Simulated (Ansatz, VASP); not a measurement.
# Cu in VASP and in Ansatz

```
Cu
1.0
     2.55616    0.00000    0.00000
    -1.27808    2.21370    0.00000
     0.00000    0.00000    8.34842
Cu
4
Direct
  0.00000 0.00000 0.00000
  0.00000 0.00000 0.50000
  0.33333 0.66667 0.25000
  0.66667 0.33333 0.75000
```

Alike in both runs: task relaxation of cell and atoms; functional BLYP; k mesh 14 × 14 × 4; occupations fermi-dirac, width 0.1 eV; no spin polarisation.

|  | VASP | Ansatz |
| --- | --- | --- |
| version | VASP 6.6.1 | Ansatz 0.2.0 |
| potentials or method | VASP PAW PBE potentials, release 64 (Cu), cutoff 600 eV | plane waves (420 eV) with PAW, scalar-relativistic |
| valence electrons in the cell | 44 | 76 |

VASP gave:

| Property | Result |
| --- | --- |
| relaxed volume (Å³/atom) | 12.78 |
| relaxed cell length with the largest relative difference (Å) | 2.626 |

Question: Which values does Ansatz return?

Answer: Relaxed volume (Å³/atom): 12.71; relaxed cell length with the largest relative difference (Å): 2.620.

VASP's potentials were made for PBE, not for BLYP. VASP's potentials hold 44 valence electrons a cell and Ansatz's 76, so a difference there can come from the potentials and not from the codes.
